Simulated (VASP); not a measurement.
Input of a VASP 6.6.1 run:

The input INCAR:

```
SYSTEM = LaPd3
ALGO = Normal
EDIFF = 1E-7
ENCUT = 520
GGA = PS
ISIF = 2
ISMEAR = 0
LASPH = .True.
LCHARG = .True.
LELF = .True.
LREAL = .False.
LVHAR = .True.
LWAVE = .False.
NBANDS = 28
NELM = 60
PREC = Accurate
SIGMA = 0.05
```

File KPOINTS:

```
k-points
0
Gamma
  8 8 8
  0 0 0
```

POSCAR

```
LaPd3
1.0
    4.1774096238      0.0000000000      0.0000000000
    0.0000000000      4.1774096238      0.0000000000
    0.0000000000      0.0000000000      4.1774096238
La Pd
1 3
Direct
    0.0000000000      0.0000000000      0.0000000000
    0.0000000000      0.5000000000      0.5000000000
    0.5000000000      0.5000000000      0.0000000000
    0.5000000000      0.0000000000      0.5000000000
```

Potentials or basis: VASP PAW PBE potentials, release 64 (La, Pd).

Command:

```sh
$ cat potpaw_PBE.64/La/POTCAR potpaw_PBE.64/Pd/POTCAR > POTCAR
$ mpirun -np 1 vasp_std > vasp.out
```

Question: Estimate the pressure.

Answer: -2.5 GPa.

Caveat: the PAW data sets were made with another functional, which shifts forces and pressure a little.
